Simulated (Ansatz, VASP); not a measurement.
ZrAl5N6 in VASP and in Ansatz

The input INCAR:

```
SYSTEM = ZrAl5N6
ALGO = Normal
EDIFF = 1E-6
ENCUT = 520
GGA = PE
ISIF = 2
ISMEAR = 0
ISPIN = 2
LASPH = .True.
LCHARG = .False.
LMAXMIX = 4
LORBIT = 11
LREAL = .False.
LWAVE = .False.
MAGMOM = 1 0 0 0 0 0 0 0 0 0 0 0
NBANDS = 44
NELM = 150
PREC = Accurate
SIGMA = 0.1
```

File KPOINTS:

```
k-points
0
Gamma
  6 6 2
  0 0 0
```

File POSCAR:

```
ZrAl5N6
1.0
    2.9370280604      0.0000000000      0.0000000000
   -1.4685140302      2.5435409119      0.0000000000
    0.0000000000      0.0000000000     14.6214243921
Zr Al N
1 5 6
Direct
    0.0000000000      0.0000000000      0.0000000000
    0.6666666667      0.3333333333      0.1790326144
    0.3333333333      0.6666666667      0.3397067713
    0.0000000000      0.0000000000      0.5000000000
    0.6666666667      0.3333333333      0.6602932287
    0.3333333333      0.6666666667      0.8209673856
    0.6666666667      0.3333333333      0.8976857928
    0.3333333333      0.6666666667      0.1023142072
    0.0000000000      0.0000000000      0.2597334487
    0.6666666667      0.3333333333      0.4198814535
    0.3333333333      0.6666666667      0.5801185465
    0.0000000000      0.0000000000      0.7402665513
```

Input for Ansatz:

```yaml
crystal:
  lattice:
    - [2.9370280604, 0.0, 0.0]
    - [-1.4685140302, 2.5435409119, 0.0]
    - [0.0, 0.0, 14.6214243921]
  atoms:
    - { symbol: Zr, position: [0.0, 0.0, 0.0], spin: 1.0 }
    - { symbol: Al, position: [0.6666666667, 0.3333333333, 0.1790326144] }
    - { symbol: Al, position: [0.3333333333, 0.6666666667, 0.3397067713] }
    - { symbol: Al, position: [0.0, 0.0, 0.5] }
    - { symbol: Al, position: [0.6666666667, 0.3333333333, 0.6602932287] }
    - { symbol: Al, position: [0.3333333333, 0.6666666667, 0.8209673856] }
    - { symbol: "N", position: [0.6666666667, 0.3333333333, 0.8976857928] }
    - { symbol: "N", position: [0.3333333333, 0.6666666667, 0.1023142072] }
    - { symbol: "N", position: [0.0, 0.0, 0.2597334487] }
    - { symbol: "N", position: [0.6666666667, 0.3333333333, 0.4198814535] }
    - { symbol: "N", position: [0.3333333333, 0.6666666667, 0.5801185465] }
    - { symbol: "N", position: [0.0, 0.0, 0.7402665513] }
basis:
  ecutwfc: 420
kpoints:
  mp_grid: { grid: [6, 6, 2] }
hamiltonian:
  xc: pbe
scf:
  occupations: { method: gaussian, width: 0.1 }
  lower_state_search: "off"
output:
  forces: true
  stress: true
  eigenvalues: true
  populations: true
magnetization:
  spin_polarized: true
```

Alike in both runs: task single point; functional PBE; k mesh 6 × 6 × 2; occupations gaussian, width 0.1 eV; collinear spin.

|  | VASP | Ansatz |
| --- | --- | --- |
| version | VASP 6.6.1 | Ansatz 0.2.0 |
| potentials or method | VASP PAW PBE potentials, release 64 (Zr_sv, Al, N), cutoff 520 eV | scalar-relativistic, plane waves, PAW |
| valence electrons in the cell | 57 | 57 |

```csv
,VASP,Ansatz,Ansatz less VASP
gap on the k mesh at the Fermi level (eV),none,none,-
pressure (GPa),-0.1,0.0,+0.13
"traceless stress, the component that is largest in VASP (GPa)",0.06,0.04,-0.016
rms of the force components (eV/Å),0.009,0.003,-0.0052
net moment per atom (μB),0.01,0.01,0.000
size of the moment on the site where the two differ most (μB),0.06,0.03,-0.024
```

Site moments also hang on the region over which each program counts them. Atom by atom the forces differ by 0.007 eV/Å (rms over components). A gap of «none» marks a metal or a gap that the smearing closes. Ansatz's warnings: seeded moment not kept.

The k mesh is coarse, so the values compare programs but aren't converged.
